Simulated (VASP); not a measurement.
# SrO (Fm-3m) in VASP: further runs, part 2 of 2

VASP 6.6.1. Earlier steps stand in the parts before.

**4. Relaxation of cell and atoms, PBE**

Contents of INCAR:

```
  PREC = Accurate
  ENCUT = 600
  EDIFF = 1E-7
  ISMEAR = 0
  SIGMA = 0.02
  LREAL = False
  LASPH = True
  NELM = 120
  ALGO = Normal
  ISIF = 3
  LWAVE = False
  LCHARG = False
  GGA = PE
  IBRION = 2
  NSW = 100
  EDIFFG = -0.01
  GGA_COMPAT = False
  NELMIN = 4
```

Contents of KPOINTS:

```
Automatic mesh
0
Gamma
  8 8 8
```

Contents of POSCAR:

```
SrO
1.0
    0.0000000000      2.5837845800      2.5837845800
    2.5837845800      0.0000000000      2.5837845800
    2.5837845800      2.5837845800      0.0000000000
Sr O
1 1
Direct
    0.5000000000      0.5000000000      0.5000000000
    0.0000000000      0.0000000000      0.0000000000
```

Potentials or basis: VASP PAW PBE potentials, release 64 (Sr_sv, O).

On the command line:

```
$ cat potpaw_PBE.64/Sr_sv/POTCAR potpaw_PBE.64/O/POTCAR > POTCAR
$ mpirun -np 1 vasp_std > vasp.out
```

OUTCAR:

```text
PREC = Accurate
   ENCUT = 600
   EDIFF = 1E-7
   ISMEAR = 0
   LREAL = False
   LASPH = True
   NELM = 120
   ISIF = 3
   GGA = PE
   IBRION = 2
   NSW = 100
   EDIFFG = -0.01
   NELMIN = 4

 ion  position               nearest neighbor table
   1  0.500  0.500  0.500-   2 2.58   2 2.58   2 2.58   2 2.58   2 2.58   2 2.58
   2  0.000  0.000  0.000-   1 2.58   1 2.58   1 2.58   1 2.58   1 2.58   1 2.58

  LATTYP: Found a face centered cubic cell.
 ALAT       =     5.1675691600

  Lattice vectors:

 A1 = (   0.0000000000,   2.5837845800,   2.5837845800)
 A2 = (   2.5837845800,   0.0000000000,   2.5837845800)
 A3 = (   2.5837845800,   2.5837845800,   0.0000000000)

Analysis of symmetry for initial positions (statically):
=====================================================================
 Subroutine PRICEL returns:
 Original cell was already a primitive cell.

 Routine SETGRP: Setting up the symmetry group for a
 face centered cubic supercell.

 Subroutine GETGRP returns: Found 48 space group operations
 (whereof 48 operations were pure point group operations)
 out of a pool of 48 trial point group operations.

The static configuration has the point symmetry O_h .

Analysis of symmetry for dynamics (positions and initial velocities):
=====================================================================
 Subroutine PRICEL returns:
 Original cell was already a primitive cell.

 Routine SETGRP: Setting up the symmetry group for a
 face centered cubic supercell.

 Subroutine GETGRP returns: Found 48 space group operations
 (whereof 48 operations were pure point group operations)
 out of a pool of 48 trial point group operations.

The dynamic configuration has the point symmetry O_h .

 Subroutine INISYM returns: Found 48 space group operations
 (whereof 48 operations are pure point group operations),
 and found     1 'primitive' translations

----------------------------------------------------------------------------------------

[... 136 lines left out ...]
 Free energy of the ion-electron system (eV)
  ---------------------------------------------------
  ext. energy  EPLUGINS =         0.00000000
  ---------------------------------------------------
  free energy    TOTEN  =       -12.05178578 eV

  energy without entropy =      -12.05178578  energy(sigma->0) =      -12.05178578

------------------------ aborting loop because EDIFF is reached ----------------------------------------

  FORCE on cell =-STRESS in cart. coord.  units (eV):
  Direction    XX          YY          ZZ          XY          YZ          ZX
  --------------------------------------------------------------------------------------
  -------------------------------------------------------------------------------------
  Total        0.3973438      0.3973438      0.3973438     -0.0000000      0.0000000      0.0000000
  in kB       18.4534729     18.4534729     18.4534729     -0.0000000      0.0000000      0.0000000
  external PRESSURE =      18.4534729 kB  Pullay stress =       0.0000000 kB
[... 59 lines left out ...]
--------------------------------------- Ionic step        3  -------------------------------------------

 number of electron      16.0000001 magnetization

 Free energy of the ion-electron system (eV)
  ---------------------------------------------------
  ext. energy  EPLUGINS =         0.00000000
  ---------------------------------------------------
  free energy    TOTEN  =       -12.05590578 eV

  energy without entropy =      -12.05590578  energy(sigma->0) =      -12.05590578

 E-fermi :   1.6516     XC(G=0):  -9.8582

 val. band max:        1.4970464905   @ k =   0.0000   0.0000   0.0000
 cond. band min:       4.7803413803   @ k =   0.5000   0.5000   0.0000
 fundamental gap:      3.2832948898
 Fermi energy:         1.6516004153

 k-point     1 :       0.0000    0.0000    0.0000
  band No.  band energies     occupation
      1     -31.0196      2.00000
      2     -13.5481      2.00000
      3     -12.6925      2.00000
      4     -12.6925      2.00000
      5     -12.6925      2.00000
      6       1.4970      2.00000
      7       1.4970      2.00000
      8       1.4970      2.00000
      9       5.2299      0.00000
     10       7.6277      0.00000
     11       7.6277      0.00000
     12       7.6277      0.00000
[... 331 lines left out ...]
 k-point    24 :      -0.3750    0.2500    0.1250
  band No.  band energies     occupation
      1     -30.8841      2.00000
      2     -14.7151      2.00000
      3     -13.0374      2.00000
      4     -12.8951      2.00000
      5     -11.8457      2.00000
      6      -0.0353      2.00000
      7       0.6665      2.00000
      8       0.7278      2.00000
      9       7.7337      0.00000
     10       8.0867      0.00000
     11      10.5071      0.00000
     12      10.7645      0.00000

 [... further k-points ...]

------------------------ aborting loop because EDIFF is reached ----------------------------------------

  FORCE on cell =-STRESS in cart. coord.  units (eV):
  Direction    XX          YY          ZZ          XY          YZ          ZX
  --------------------------------------------------------------------------------------
  -------------------------------------------------------------------------------------
  Total        0.0004318      0.0004318      0.0004318      0.0000000      0.0000000      0.0000000
  in kB        0.0196393      0.0196393      0.0196393      0.0000000      0.0000000      0.0000000
  external PRESSURE =       0.0196393 kB  Pullay stress =       0.0000000 kB
[... 17 lines left out ...]
  FREE ENERGIE OF THE ION-ELECTRON SYSTEM (eV)
  ---------------------------------------------------
  free  energy   TOTEN  =       -12.0559057842 eV

  energy  without entropy=      -12.0559057842  energy(sigma->0) =      -12.05590578

 reached required accuracy - stopping structural energy minimisation
```

CONTCAR:

```text
SrO
   1.00000000000000
    -0.0000000000000000    2.6018586832255841    2.6018586832255841
     2.6018586832255841    0.0000000000000000    2.6018586832255841
     2.6018586832255841    2.6018586832255841    0.0000000000000000
  Sr              O
     1     1
Direct
     0.5000000000000000    0.5000000000000000    0.5000000000000000
     0.0000000000000000    0.0000000000000000    0.0000000000000000

  0.00000000E+00  0.00000000E+00  0.00000000E+00
  0.00000000E+00  0.00000000E+00  0.00000000E+00
```

Wall time 45 s (1 thread of Intel Xeon Platinum 8488C (Sapphire Rapids), shared host); peak memory 0.18 GiB.

What came out:

* Free energy: -12.0559 eV
* Relaxed volume: 17.61 Å³/atom
* Relaxed cell: a = 3.680 Å, b = 3.680 Å, c = 3.680 Å, α = 60.00°, β = 60.00°, γ = 60.00°
* Space group after relaxing (to 0.1 Å): Fm-3m (No. 225)
* Energy gained by relaxing: 2.1 meV/atom
* Ionic steps: 3
* Pressure after relaxing: 0.0 GPa
* Band gap on the k mesh: 3.28 eV (least direct gap 3.39 eV)

Step by step:
```
step  energy change (eV)  largest force (eV/Å)  pressure (GPa)  volume (Å³)
   1              0.0000                0.0000            1.85        34.50
   2             -0.0036                0.0000           -0.63        35.50
   3             -0.0041                0.0000            0.00        35.23
```

Final structure:
```yaml
crystal:
  lattice:
    - [0.00000, 2.60186, 2.60186]
    - [2.60186, 0.00000, 2.60186]
    - [2.60186, 2.60186, 0.00000]
  atoms:
    - { symbol: Sr, position: [0.50000, 0.50000, 0.50000] }
    - { symbol: O, position: [0.00000, 0.00000, 0.00000] }
```

Levels at points of the mesh, in eV from the valence-band top:
```
           k point  band 6  band 7  band 8  band 9  band 10  band 11
(0.00, 0.00, 0.00)    0.00    0.00    0.00    3.73     6.13     6.13
(0.50, 0.00, 0.00)   -2.10   -1.07   -1.07    6.40     8.17     8.64
(0.50, 0.50, 0.00)   -0.49   -0.11   -0.11    3.28     7.54     9.94
```

**5. Summary**

| task | cell | k mesh | smearing | gap on the mesh (eV) | pressure (GPa) |
| --- | --- | --- | --- | --- | --- |
| single point | a = 3.654 Å, angles 60.0°, 2 atoms | 6 × 6 × 6 | gaussian 0.1 eV | 3.27 | 1.8 |
| single point | a = 3.673 Å, angles 60.0°, 2 atoms | 8 × 8 × 8 | gaussian 0.02 eV | 3.28 | 0.4 |
| relaxation of cell and atoms | relaxed from a = 3.654 Å, angles 60.0°, 2 atoms | 8 × 8 × 8 | gaussian 0.02 eV | 3.28 | 0.0 |

Alike in all rows: level PBE; potentials or basis VASP PAW PBE potentials, release 64 (Sr_sv, O); no spin polarisation; cutoff (eV) 600.

Total energies depend on the potentials used, so only differences within one code and one set of settings carry meaning.
